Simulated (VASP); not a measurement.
# AlN (P1) in VASP: notebook

Runs on AlN. Level: r2SCAN. Tasks: single point.

Everything below comes from runs of VASP 6.6.1. Logs are shortened: lines on timing, memory, paths and dates and some standing lists are left out, and cuts for length are marked.

## (1) The cell of the first run

The typed cell holds 4 atoms: a = 3.107 Å, b = 3.107 Å, c = 4.978 Å, α = 90.00°, β = 90.00°, γ = 120.00°.

## (2) Single point, r2SCAN (atom 1 (Al) moved by (-0.225, -0.450) A along x and z)

The input, POSCAR:

```
AlN
1.0
    3.1066653383      0.0000000000      0.0000000000
   -1.5533326691      2.6904511040      0.0000000000
    0.0000000000      0.0000000000      4.9784048429
Al N
2 2
Direct
    0.2609084097      0.6666666667     -0.0886974966
    0.6666666667      0.3333333333      0.5016929024
    0.3333333333      0.6666666667      0.3833070976
    0.6666666667      0.3333333333      0.8833070976
```

The input, INCAR.step1:

```
SYSTEM = AlN
PREC = Accurate
ENCUT = 520
ISMEAR = 0
SIGMA = 0.05
LREAL = .False.
LASPH = .True.
NELM = 80
NBANDS = 16
GGA = PE
ALGO = Normal
EDIFF = 1E-4
LWAVE = .True.
LCHARG = .False.
```

The input, INCAR.step2:

```
SYSTEM = AlN
PREC = Accurate
ENCUT = 520
EDIFF = 1E-6
ISMEAR = 0
SIGMA = 0.05
LREAL = .False.
LASPH = .True.
NELM = 80
ALGO = Normal
ISIF = 2
LWAVE = .False.
LCHARG = .False.
METAGGA = R2SCAN
LMIXTAU = .True.
NBANDS = 16
ISTART = 1
```

The input, KPOINTS:

```
regular mesh
0
Gamma
  12 12 6
  0 0 0
```

Potentials or basis: VASP PAW PBE potentials, release 64 (Al, N).

Launch:

```
$ cat potpaw_PBE.64/Al/POTCAR potpaw_PBE.64/N/POTCAR > POTCAR
$ cp INCAR.step1 INCAR
$ mpirun -np 1 vasp_std > vasp.out
$ cp INCAR.step2 INCAR
$ mpirun -np 1 vasp_std > vasp.out
```

OUTCAR:

```text
SYSTEM = AlN
   PREC = Accurate
   ENCUT = 520
   EDIFF = 1E-6
   ISMEAR = 0
   LREAL = .False.
   LASPH = .True.
   NELM = 80
   ISIF = 2
   METAGGA = R2SCAN
   ISTART = 1

 ion  position               nearest neighbor table
   1  0.261  0.667  0.911-   4 1.61   4 1.81   4 2.00   3 2.36   2 2.59   2 2.73   2 2.85   2 3.35

   2  0.667  0.333  0.502-   3 1.89   3 1.89   3 1.89   4 1.90   1 2.59   1 2.73   1 2.85   1 3.35

   3  0.333  0.667  0.383-   2 1.89   2 1.89   2 1.89   1 2.36
   4  0.667  0.333  0.883-   1 1.61   1 1.81   2 1.90   1 2.00

  LATTYP: Found a hexagonal cell.
 ALAT       =     3.1066653383
 C/A-ratio  =     1.6024915145

  Lattice vectors:

 A1 = (   3.1066653383,   0.0000000000,   0.0000000000)
 A2 = (  -1.5533326691,   2.6904511040,   0.0000000000)
 A3 = (   0.0000000000,   0.0000000000,   4.9784048429)

Analysis of symmetry for initial positions (statically):
=====================================================================
 Subroutine PRICEL returns:
 Original cell was already a primitive cell.

 Routine SETGRP: Setting up the symmetry group for a
 hexagonal supercell.

 Subroutine GETGRP returns: Found  1 space group operations
 (whereof  1 operations were pure point group operations)
 out of a pool of 24 trial point group operations.

The static configuration has the point symmetry C_1 .

Analysis of symmetry for dynamics (positions and initial velocities):
=====================================================================
 Subroutine PRICEL returns:
 Original cell was already a primitive cell.

 Routine SETGRP: Setting up the symmetry group for a
 hexagonal supercell.

 Subroutine GETGRP returns: Found  1 space group operations
 (whereof  1 operations were pure point group operations)
 out of a pool of 24 trial point group operations.

The dynamic configuration has the point symmetry C_1 .

 Subroutine INISYM returns: Found  1 space group operations
 (whereof  1 operations are pure point group operations),
 and found     1 'primitive' translations

----------------------------------------------------------------------------------------

                                     Primitive cell

  volume of cell :      41.6112

  direct lattice vectors                    reciprocal lattice vectors
     3.106665338  0.000000000  0.000000000     0.321888550  0.185842441  0.000000000
    -1.553332669  2.690451104  0.000000000     0.000000000  0.371684882  0.000000000
     0.000000000  0.000000000  4.978404843     0.000000000  0.000000000  0.200867553

  length of vectors
     3.106665338  3.106665338  4.978404843     0.371684882  0.371684882  0.200867553

  position of ions in fractional coordinates (direct lattice)
     0.260908410  0.666666667  0.911302503
     0.666666667  0.333333333  0.501692902
     0.333333333  0.666666667  0.383307098
     0.666666667  0.333333333  0.883307098

  ion indices of the primitive-cell ions
   primitive index   ion index
                 1           1
                 2           2
                 3           3
                 4           4

----------------------------------------------------------------------------------------

 KPOINTS: regular mesh

Automatic generation of k-mesh.
 Grid dimensions read from file:
 generate k-points for:   12   12    6

 Generating k-lattice:

  Cartesian coordinates                     Fractional coordinates (reciprocal lattice)
     0.026824046  0.015486870  0.000000000     0.083333333  0.000000000  0.000000000
     0.000000000  0.030973740  0.000000000     0.000000000  0.083333333  0.000000000
     0.000000000  0.000000000  0.033477926     0.000000000  0.000000000  0.166666667

  Length of vectors
     0.030973740  0.030973740  0.033477926

  Shift w.r.t. Gamma in fractional coordinates (k-lattice)
     0.000000000  0.000000000  0.000000000

 Subroutine IBZKPT returns following result:
 ===========================================

 Found    436 irreducible k-points:

 Following reciprocal coordinates:
            Coordinates               Weight
  0.000000  0.000000  0.000000      1.000000
  0.083333  0.000000  0.000000      2.000000
  0.000000  0.083333  0.000000      2.000000
 -0.083333  0.083333  0.000000      2.000000
  0.166667  0.000000  0.000000      2.000000
  0.000000  0.166667  0.000000      2.000000
[... 16 lines left out ...]
  0.166667  0.083333  0.000000      2.000000
 -0.083333  0.250000  0.000000      2.000000
 [... further k-points ...]
   k-points           NKPTS =    436   k-points in BZ     NKDIM =    436   number of bands    NBANDS=     16
   number of dos      NEDOS =    301   number of ions     NIONS =      4
   total plane-waves  NPLWV =  23040
   dimension x,y,z NGX =    24 NGY =   24 NGZ =   40
   dimension x,y,z NGXF=    48 NGYF=   48 NGZF=   80
   ions per type =               2   2
   NGX,Y,Z   is equivalent  to a cutoff of  12.84, 12.84, 13.36 a.u.
   NGXF,Y,Z  is equivalent  to a cutoff of  25.69, 25.69, 26.71 a.u.
 SYSTEM =  AlN
   PREC   = accura    normal or accurate (medium, high low for compatibility)
   ISTART =      1    job   : 0-new  1-cont  2-samecut
   ICHARG =      0    charge: 1-file 2-atom 10-const
   ISPIN  =      1    spin polarized calculation?
   LNONCOLLINEAR =      F non collinear calculations
   LSORBIT =      F    spin-orbit coupling
   LASPH  =      T    aspherical Exc in radial PAW
   ENCUT  =  520.0 eV  38.22 Ry    6.18 a.u.   5.78  5.78  9.26*2*pi/ulx,y,z
   NELM   =     80;   NELMIN=  2; NELMDL=  0     # of ELM steps
   EDIFF  = 0.1E-05   stopping-criterion for ELM
   LREAL  =      F    real-space projection
   EDIFFG = 0.1E-04   stopping-criterion for IOM
   NSW    =      0    number of steps for IOM
   IBRION =     -1    ionic relax: 0-MD 1-quasi-New 2-CG
   NFREE  =      0    steps in history (QN), initial steepest desc. (CG)
   ISIF   =      2    stress and relaxation
   ISYM   =      2    0-nonsym 1-usesym 2-fastsym
   POTIM  = 0.5000    time-step for ionic-motion
   TEBEG  =    0.0;   TEEND  =   0.0 temperature during run
   PSTRESS=    0.0 pullay stress
   NELECT =      16.0000    total number of electrons
   NUPDOWN=      -1.0000    fix difference up-down
   EMIN   =  10.00;   EMAX   =-10.00  energy-range for DOS
   EFERMI =   0.00;   METHOD = LEGACY
   ISMEAR =     0;   SIGMA  =   0.05  broadening in eV -4-tet -1-fermi 0-gaus
   EFERMI_NEDOS =   21; number of points for ismear=-14 and -15
   IALGO  =     38    algorithm
   IMIX   =      4    mixing-type and parameters
     AMIX     =   0.40;   BMIX     =  1.00
     AMIX_MAG =   1.60;   BMIX_MAG =  1.00
  volume/ion in A,a.u.               =      10.40        70.20
  Fermi-wavevector in a.u.,A,eV,Ry     =   1.190451  2.249626 19.281821  1.417174
  Thomas-Fermi vector in A             =   2.326535
   LORBIT       =      0    0 simple, 1 ext, 2 COOP (PROOUT), +10 PAW based schemes
   METAGGA = R2SCAN    functional components
   LHFCALC =     F    Hartree Fock is set to
   AEXX    =    0.0000 exact exchange contribution
   IVDW    =     0    specifies the selected vdW correction
   LEPSILON=     F    determine dielectric tensor
   LRPA    =     F    only Hartree local field effects (RPA)
 non-spin polarized calculation
 Gauss-broadening in eV      SIGMA  =   0.05
  energy-cutoff  :      520.00
  volume of cell :       41.61
 maximum number of plane-waves:      1140
   NGX = 11   NGY = 11   NGZ = 19

 number of electron      15.9999997 magnetization

 Free energy of the ion-electron system (eV)
  ---------------------------------------------------
  ext. energy  EPLUGINS =         0.00000000
  ---------------------------------------------------
  free energy    TOTEN  =       -36.50801427 eV

  energy without entropy =      -36.50801427  energy(sigma->0) =      -36.50801427

 E-fermi :   6.6976     XC(G=0): -11.4074

 val. band max:        6.4792882243   @ k =   0.0000   0.0000   0.0000
 cond. band min:      10.1803462916   @ k =   0.0000   0.0000   0.0000
 fundamental gap:      3.7010580673
 Fermi energy:         6.6975935410

 k-point     1 :       0.0000    0.0000    0.0000
  band No.  band energies     occupation
      1     -10.7408      2.00000
      2      -7.7438      2.00000
      3      -0.1167      2.00000
      4       3.2941      2.00000
      5       4.2454      2.00000
      6       6.1260      2.00000
[... 8 lines left out ...]
     15      19.4096      0.00000
     16      19.7553      0.00000

 k-point     2 :       0.0833    0.0000    0.0000
  band No.  band energies     occupation
      1     -10.6557      2.00000
      2      -7.6885      2.00000
      3      -0.0117      2.00000
      4       2.9958      2.00000
      5       4.1427      2.00000
      6       5.7194      2.00000
[... 8 lines left out ...]
     15      19.7686      0.00000
     16      19.9289      0.00000

 k-point     3 :       0.0000    0.0833    0.0000
  band No.  band energies     occupation
      1     -10.6565      2.00000
      2      -7.6881      2.00000
      3      -0.0126      2.00000
      4       3.0534      2.00000
      5       4.0587      2.00000
      6       5.7402      2.00000
[... 8 lines left out ...]
     15      19.7066      0.00000
     16      19.9464      0.00000

 k-point     4 :      -0.0833    0.0833    0.0000
  band No.  band energies     occupation
      1     -10.6582      2.00000
      2      -7.6880      2.00000
      3      -0.0135      2.00000
      4       3.2067      2.00000
      5       3.8591      2.00000
      6       5.7389      2.00000
[... 8 lines left out ...]
     15      19.4994      0.00000
     16      19.9733      0.00000

 k-point     5 :       0.1667    0.0000    0.0000
  band No.  band energies     occupation
      1     -10.4101      2.00000
      2      -7.5353      2.00000
      3       0.2971      2.00000
      4       2.2256      2.00000
      5       3.9115      2.00000
      6       4.7992      2.00000
[... 8 lines left out ...]
     15      18.9791      0.00000
     16      19.6160      0.00000

 k-point     6 :       0.0000    0.1667    0.0000
  band No.  band energies     occupation
      1     -10.4134      2.00000
      2      -7.5336      2.00000
      3       0.2933      2.00000
      4       2.3334      2.00000
      5       3.7265      2.00000
      6       4.8296      2.00000
[... 8 lines left out ...]
     15      19.1104      0.00000
     16      19.7048      0.00000
[... 267 lines left out ...]
 k-point    21 :      -0.0833    0.1667    0.0000
  band No.  band energies     occupation
      1     -10.4968      2.00000
      2      -7.5824      2.00000
      3       0.1898      2.00000
      4       2.8502      2.00000
      5       3.4294      2.00000
      6       5.1454      2.00000
[... 8 lines left out ...]
     15      19.2742      0.00000
     16      19.8823      0.00000

 k-point    22 :      -0.1667    0.0833    0.0000
  band No.  band energies     occupation
      1     -10.4945      2.00000
      2      -7.5835      2.00000
      3       0.1925      2.00000
      4       2.6719      2.00000
      5       3.6621      2.00000
      6       5.1187      2.00000
[... 8 lines left out ...]
     15      19.1598      0.00000
     16      19.8708      0.00000

 k-point    23 :       0.1667    0.0833    0.0000
  band No.  band energies     occupation
      1     -10.1785      2.00000
      2      -7.4010      2.00000
      3       0.5946      2.00000
      4       1.6383      2.00000
      5       3.5704      2.00000
      6       4.3401      2.00000
[... 8 lines left out ...]
     15      19.0331      0.00000
     16      19.6656      0.00000

 k-point    24 :      -0.0833    0.2500    0.0000
  band No.  band energies     occupation
      1     -10.1921      2.00000
      2      -7.3964      2.00000
      3       0.5832      2.00000
      4       1.9331      2.00000
      5       3.1470      2.00000
      6       4.2942      2.00000
[... 8 lines left out ...]
     15      19.0937      0.00000
     16      20.0670      0.00000

 [... further k-points ...]

------------------------ aborting loop because EDIFF is reached ----------------------------------------

  FORCE on cell =-STRESS in cart. coord.  units (eV):
  Direction    XX          YY          ZZ          XY          YZ          ZX
  --------------------------------------------------------------------------------------
  -------------------------------------------------------------------------------------
  Total        6.3357173      4.8489398     -1.4931405      5.3288828      0.4423211      1.1231698
  in kB      243.9476218    186.7014053    -57.4912147    205.1809147     17.0309328     43.2460257
  external PRESSURE =     124.3859375 kB  Pullay stress =       0.0000000 kB

 VOLUME and BASIS-vectors are now :
 -----------------------------------------------------------------------------
  energy-cutoff  :      520.00
  volume of cell :       41.61
      direct lattice vectors                 reciprocal lattice vectors
     3.106665338  0.000000000  0.000000000     0.321888550  0.185842441  0.000000000
    -1.553332669  2.690451104  0.000000000     0.000000000  0.371684882  0.000000000
     0.000000000  0.000000000  4.978404843     0.000000000  0.000000000  0.200867553

 POSITION                                       TOTAL-FORCE (eV/Angst)
 -----------------------------------------------------------------------------------
     -0.22500      1.79363      4.53683         6.845394      2.544662      4.004673
      1.55333      0.89682      2.49763        -0.280851     -0.073715     -3.489122
     -0.00000      1.79363      1.90826        -0.302821      0.015087      1.253645
      1.55333      0.89682      4.39746        -6.261722     -2.486034     -1.769196
 -----------------------------------------------------------------------------------
    total drift:                                0.002958     -0.001257     -0.002949

  FREE ENERGIE OF THE ION-ELECTRON SYSTEM (eV)
  ---------------------------------------------------
  free  energy   TOTEN  =       -36.5080142744 eV

  energy  without entropy=      -36.5080142744  energy(sigma->0) =      -36.50801427
```

Wall time 19 min (1 thread of Intel Xeon 8259CL, shared host); peak memory 0.35 GiB.

What came out:

* Free energy: -36.5080 eV
* Pressure: 12.4 GPa
* Largest force: 8.329 eV/Å
* Band gap on the k mesh: 3.70 eV

Forces on the atoms (eV/Å):
```
Al   6.845  2.545  4.005
Al  -0.281 -0.074 -3.489
N   -0.303  0.015  1.254
N   -6.262 -2.486 -1.769
```

Levels at points of the mesh, in eV from the valence-band top:
```
           k point  band 4  band 5  band 6  band 7  band 8  band 9  band 10  band 11  band 12  band 13
(0.00, 0.00, 0.00)   -3.19   -2.23   -0.35   -0.33    0.00    3.70     7.31    10.60    11.18    11.25
(0.50, 0.00, 0.00)   -4.63   -3.83   -3.28   -2.04   -0.96    5.33     6.17     8.43     9.82    10.93
(0.00, 0.50, 0.00)   -4.59   -3.94   -3.50   -1.86   -1.01    5.28     6.02     8.35    10.35    11.01
(0.50, 0.50, 0.00)   -4.59   -4.01   -3.98   -1.69   -1.05    5.39     6.18     8.45    10.66    10.81
(0.00, 0.00, 0.50)   -3.33   -2.94   -2.16   -0.39   -0.39    5.93     7.45     9.79    10.37    10.96
(0.50, 0.00, 0.50)   -5.71   -3.11   -2.24   -1.28   -1.14    4.58     5.41     8.87     9.63    11.56
(0.00, 0.50, 0.50)   -5.69   -3.38   -2.29   -1.29   -1.21    4.77     5.52     8.91     9.82    11.42
(0.50, 0.50, 0.50)   -5.70   -3.88   -2.29   -1.29   -1.23    4.99     5.72     9.03    10.10    11.67
```

Caveat: the cell differs from its parent crystal (atom 1 (Al) moved by (-0.225, -0.450) A along x and z); the stress differs along the axes, from -6 to 24 GPa; the PAW data sets were made with another functional, which shifts forces and pressure a little. A k mesh can miss the band edges.

(Continued in part 2 of 2.)
